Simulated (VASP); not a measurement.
Here is a VASP 6.6.1 calculation.

File INCAR:

```
ALGO     = Normal         # electronic algorithm
EDIFF    = 1E-6           # SCF threshold, eV
ENCUT    = 600            # plane-wave cutoff, eV
GGA      = PS             # functional
GGA_COMPAT= False        
ISIF     = 2              # what is computed and relaxed
ISMEAR   = 0              # smearing method
LASPH    = True           # aspherical terms in the spheres
LCHARG   = True           # write CHGCAR
LELF     = True           # ELF
LREAL    = False          # projectors in reciprocal space
LVHAR    = True         
LWAVE    = False          # write WAVECAR
NBANDS   = 16             # bands
NELM     = 120            # most SCF steps
PREC     = Accurate       # precision mode
SIGMA    = 0.05           # smearing width, eV
```

KPOINTS

```
k-points
0
Gamma
  12 12 6
```

Contents of POSCAR:

```
AlN
1.0
    3.1110021516      0.0000000000      0.0000000000
   -1.5555010758      2.6942068945      0.0000000000
    0.0000000000      0.0000000000      4.9780000000
Al N
2 2
Direct
    0.3333333333      0.6666666667      0.0000000000
    0.6666666667      0.3333333333      0.5000000000
    0.3333333333      0.6666666667      0.3850000000
    0.6666666667      0.3333333333      0.8850000000
```

Potentials or basis: VASP PAW PBE potentials, release 64 (Al, N).

Run with:

```bash
$ cat potpaw_PBE.64/Al/POTCAR potpaw_PBE.64/N/POTCAR > POTCAR
$ mpirun -np 1 vasp_std > vasp.out
```

Problem. Estimate the band gap on the k mesh.

Solution. 4.09 eV, direct.

Problem. Predict the pressure.

Solution. 0.4 GPa.

Problem. What does it give for the largest force?

Solution. 0.178 eV/Å.

Stress tensor (GPa, compression positive):
```
 1.04  0.00  0.00
 0.00  1.04  0.00
 0.00  0.00 -0.96
```

Caveat: the PAW data sets were made with another functional, which shifts forces and pressure a little.

**The experiment to reproduce.**

“Structural and optical properties of self-assembled AlN nanowires grown on SiO2/Si substrates by molecular beam epitaxy”, 2024, arxiv:2402.00216 quotes, for a bulk crystal of AlN at 0 K: band gap 6.0343 eV (an exciton energy, a little under the gap).

A measured gap of AlN is 6.0343 eV (an exciton energy, a little under the gap; 0 K; quoted in “Structural and optical properties of self-assembled AlN nanowires grown on SiO2/Si substrates by molecular beam epitaxy”, 2024, arxiv:2402.00216); the calculated 4.09 eV misses it by -1.94 eV. 2 values of this kind are on record (6.034 to 6.0343 eV); this one was drawn at random. The value is that of PBEsol on a finite k mesh, which can miss the band edges, without temperature or zero-point motion. Semilocal functionals fall short of measured gaps as a rule.
